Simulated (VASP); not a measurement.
SrTiO3 (Tausonite), 5 atoms in the cell. It takes space group Pm-3m (No. 221, cubic). The conventional cell has a = 3.905 Å, b = 3.905 Å, c = 3.905 Å, α = 90.00°, β = 90.00°, γ = 90.00°. Within 3.6 Å of Sr (site symmetry m-3m) lie 12 O at 2.76 Å and 8 Ti at 3.38 Å. Ti (site symmetry m-3m) has 6 O at 1.95 Å within 2.6 Å. Within 2.6 Å of O (site symmetry 4/mmm) lie 2 Ti at 1.95 Å. 

```yaml
Program: VASP 6.6.1
Task: single point
Functional: r2SCAN
Potentials_or_basis: VASP PAW PBE potentials, release 64 (Sr_sv, Ti_sv, O)
Cutoff: 520 eV
k_mesh: 6 × 6 × 6
Occupations: gaussian, width 0.1 eV
Spin: no spin polarisation
Dipole_correction: no
Further_INCAR_settings: ALGO = Normal; EDIFF = 1e-06; NBANDS = 28
```

Potentials or basis: VASP PAW PBE potentials, release 64 (Sr_sv, Ti_sv, O).

Run with:

```console
$ cat potpaw_PBE.64/Sr_sv/POTCAR potpaw_PBE.64/Ti_sv/POTCAR potpaw_PBE.64/O/POTCAR > POTCAR
$ cp INCAR.step1 INCAR
$ mpirun -np 1 vasp_std > vasp.out
$ cp INCAR.step2 INCAR
$ mpirun -np 1 vasp_std > vasp.out
```

Hardware: 1 thread of Intel(R) Xeon(R) 6975P-C (Granite Rapids) (shared host).

Problem. How long does it take, and how much memory?

Solution. Run time: 80 s on 1 thread of Intel(R) Xeon(R) 6975P-C (Granite Rapids), on a shared host, peak memory 0.19 GiB. Counts: k points 20.
